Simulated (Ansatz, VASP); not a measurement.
## One calculation of ZnO, two programs

```
Zn O
1.0
     3.24940    0.00000    0.00000
    -1.62470    2.81406    0.00000
     0.00000    0.00000    5.20380
Zn O
2 2
Direct
  0.33333 0.66667 0.00000
  0.66667 0.33333 0.50000
  0.33333 0.66667 0.38300
  0.66667 0.33333 0.88300
```

Alike in both runs: task relaxation of cell and atoms; functional r2SCAN; k mesh 9 × 9 × 6; occupations gaussian, width 0.02 eV; no spin polarisation.

|  | VASP | Ansatz |
| --- | --- | --- |
| version | VASP 6.6.1 | Ansatz 0.2.0 |
| potentials or method | VASP PAW PBE potentials, release 64 (Zn, O), cutoff 600 eV | scalar-relativistic, plane waves, PAW |
| valence electrons in the cell | 36 | 36 |

VASP gave:

* gap on the k mesh at the Fermi level, each at its own relaxed structure (eV): 1.23
* relaxed volume (Å³/atom): 11.87
* relaxed cell length with the largest relative difference (Å): 5.229

**Question.** Estimate Ansatz's values.

**Answer.** gap on the k mesh at the Fermi level, each at its own relaxed structure (eV): 1.23; relaxed volume (Å³/atom): 11.81; relaxed cell length with the largest relative difference (Å): 5.211.

VASP's potentials were made for PBE, not for r2SCAN.
